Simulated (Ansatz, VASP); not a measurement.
## One calculation of Ir, two programs

INCAR

```
SYSTEM = Ir
PREC = Accurate
ENCUT = 500
EDIFF = 1E-6
ISMEAR = -1
SIGMA = 0.08
LREAL = .FALSE.
LASPH = .TRUE.
NELM = 120
ALGO = Normal
ISIF = 2
LWAVE = .FALSE.
LCHARG = .FALSE.
GGA = PE
NBANDS = 20
GGA_COMPAT = .FALSE.
```

The input KPOINTS:

```
Automatic mesh
0
G
  8 8 11
  0 0 0
```

Contents of POSCAR:

```
Ir
1.0
    4.1635285314      0.0000000000      0.0000000000
   -2.0817642657      3.6057214776      0.0000000000
    0.0000000000      0.0000000000      2.5424764132
Ir
3
Direct
    0.0000000000      0.0000000000      0.0000000000
    0.3333333333      0.6666666667      0.5000000000
    0.6666666667      0.3333333333      0.5000000000
```

Input for Ansatz:

```yaml
crystal:
  lattice:
    - [4.1635285314, 0.0, 0.0]
    - [-2.0817642657, 3.6057214776, 0.0]
    - [0.0, 0.0, 2.5424764132]
  atoms:
    - { symbol: Ir, position: [0.0, 0.0, 0.0] }
    - { symbol: Ir, position: [0.3333333333, 0.6666666667, 0.5] }
    - { symbol: Ir, position: [0.6666666667, 0.3333333333, 0.5] }
kpoints:
  mp_grid: { grid: [8, 8, 11] }
scf:
  occupations: { method: fermi_dirac, width: 0.08 }
hamiltonian:
  xc: pbe
  pseudopotentials: { kind: paw }
output:
  forces: true
  stress: true
  eigenvalues: true
  populations: true
```

Change from the starting cell: volume scaled by 0.85, PAW files.

Alike in both runs: task single point; functional PBE; k mesh 8 × 8 × 11; occupations fermi-dirac, width 0.08 eV; no spin polarisation.

```csv
,VASP,Ansatz
version,VASP 6.6.1,Ansatz 0.2.0
potentials or method,"VASP PAW PBE potentials, release 64 (Ir)","PAW with Ansatz's default frozen-core files, scalar-relativistic"
plane-wave cutoff (eV),500,420
valence electrons in the cell,27,51
```

```csv
,VASP,Ansatz,Ansatz less VASP
pressure (GPa),79.7,78.3,-1.38
```

Both programs put the cell under a high pressure, so it lies far from rest at this level. With one functional, cell and mesh, what is left measures potentials, basis and numerics. VASP's potentials hold 27 valence electrons a cell and Ansatz's 51, so a difference there can come from the potentials and not from the codes.

Neither program's run includes spin-orbit coupling. Noted on VASP's run: the cell as given lies far from equilibrium.
